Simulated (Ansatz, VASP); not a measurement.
One calculation of Zn, two programs

File INCAR:

```
PREC     = Accurate       # precision mode
ENCUT    = 520            # plane-wave cutoff, eV
EDIFF    = 1E-6           # SCF threshold, eV
ISMEAR   = -1             # smearing method
SIGMA    = 0.28           # smearing width, eV
LREAL    = False          # projectors in reciprocal space
LASPH    = True           # aspherical terms in the spheres
NELM     = 80             # most SCF steps
ALGO     = Normal         # electronic algorithm
ISIF     = 2              # what is computed and relaxed
LWAVE    = False          # write WAVECAR
LCHARG   = False          # write CHGCAR
GGA      = PE             # functional
NBANDS   = 19             # bands
```

The input KPOINTS:

```
Automatic mesh
0
Gamma
  18 18 8
```

Contents of POSCAR:

```
Zn
1.0
    2.6647980532      0.0000000000      0.0000000000
   -1.3323990266      2.3077828100      0.0000000000
    0.0000000000      0.0000000000      4.9467000000
Zn
2
Direct
    0.3333333333      0.6666666667      0.2500000000
    0.6666666667      0.3333333333      0.7500000000
```

Input for Ansatz:

```yaml
crystal:
  lattice:
    - [2.6647980532, 0.0, 0.0]
    - [-1.3323990266, 2.30778281, 0.0]
    - [0.0, 0.0, 4.9467]
  atoms:
    - { symbol: Zn, position: [0.3333333333, 0.6666666667, 0.25] }
    - { symbol: Zn, position: [0.6666666667, 0.3333333333, 0.75] }
kpoints:
  mp_grid: { grid: [18, 18, 8] }
scf:
  occupations: { method: fermi_dirac, width: 0.28 }
hamiltonian:
  xc: pbe
  pseudopotentials: { kind: all_electron, lapw: { basis_error: 0.00025 } }
output:
  forces: true
  stress: true
  eigenvalues: true
```

Alike in both runs: task single point; functional PBE; k mesh 18 × 18 × 8; occupations fermi-dirac, width 0.28 eV; no spin polarisation.

```csv
,VASP,Ansatz
version,VASP 6.6.1,Ansatz 0.2.0
potentials or method,"VASP PAW PBE potentials, release 64 (Zn), cutoff 520 eV","all-electron LAPW, scalar-relativistic"
```

|  | VASP | Ansatz | Ansatz less VASP |
| --- | --- | --- | --- |
| pressure (GPa) | 0.5 | 0.2 | -0.33 |
| traceless stress, the component that is largest in VASP (GPa) | 0.12 | 0.23 | +0.114 |

Ansatz ran all-electron here, and VASP with PAW potentials.
